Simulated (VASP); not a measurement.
Ag: single point with PBE

The system is Ag.

```
CELL_PARAMETERS angstrom
0.00000 6.22125 -6.22125
6.22125 6.22125 0.00000
6.22125 0.00000 -6.22125
ATOMIC_POSITIONS crystal
Ag 0.66667 0.00000 0.66667
Ag 0.66667 0.33333 0.66667
Ag 0.66667 0.66667 0.66667
Ag 0.33333 0.00000 0.66667
Ag 0.33333 0.33333 0.66667
Ag 0.33333 0.66667 0.66667
Ag 0.00000 0.00000 0.66667
Ag 0.00000 0.33333 0.66667
Ag 0.00000 0.66667 0.66667
Ag 0.66667 0.00000 0.33333
Ag 0.66667 0.33333 0.33333
Ag 0.66667 0.66667 0.33333
Ag 0.33333 0.00000 0.33333
Ag 0.33333 0.33333 0.33333
Ag 0.33333 0.66667 0.33333
Ag 0.00000 0.00000 0.33333
Ag 0.00000 0.33333 0.33333
Ag 0.00000 0.66667 0.33333
Ag 0.66667 0.00000 0.00000
Ag 0.66667 0.33333 0.00000
Ag 0.66667 0.66667 0.00000
Ag 0.33333 0.00000 0.00000
Ag 0.33333 0.33333 0.00000
Ag 0.33333 0.66667 0.00000
Ag 0.00000 0.00000 0.00000
Ag 0.00000 0.33333 0.00000
Ag 0.00000 0.66667 0.00000
```

| Item | Value |
| --- | --- |
| Program | VASP 6.6.1 |
| Task | single point |
| Functional | PBE |
| Potentials or basis | VASP PAW PBE potentials, release 64 (Ag) |
| Cutoff | 520 eV |
| k mesh | 4 × 4 × 4 |
| Occupations | gaussian, width 0.1 eV |
| Spin | no spin polarisation |
| Dipole correction | no |
| Further INCAR settings | LREAL = Auto; ALGO = Fast; EDIFF = 1e-06; NBANDS = 168 |

- Pressure: 0.1 GPa
- Band gap on the k mesh: zero (an odd number of electrons rules out a gap without spin polarisation)

Levels at points of the mesh, in eV from the Fermi level:
| k point | band 146 | band 147 | band 148 | band 149 | band 150 | band 151 | band 152 | band 153 |
| --- | --- | --- | --- | --- | --- | --- | --- | --- |
| (0.00, 0.00, 0.00) | -2.04 | -2.04 | -2.04 | -2.04 | -2.04 | 3.08 | 3.08 | 3.08 |
| (0.50, 0.00, 0.00) | -0.48 | -0.48 | -0.48 | -0.48 | -0.23 | 1.30 | 1.30 | 1.30 |
| (0.50, 0.50, 0.00) | -0.17 | -0.17 | -0.17 | -0.17 | 0.63 | 0.63 | 0.63 | 0.63 |

It took 29 min on 1 thread of Intel(R) Xeon(R) Platinum 8259CL CPU @ 2.50GHz (Skylake/Cascade Lake) (shared host), peak memory 0.89 GiB.
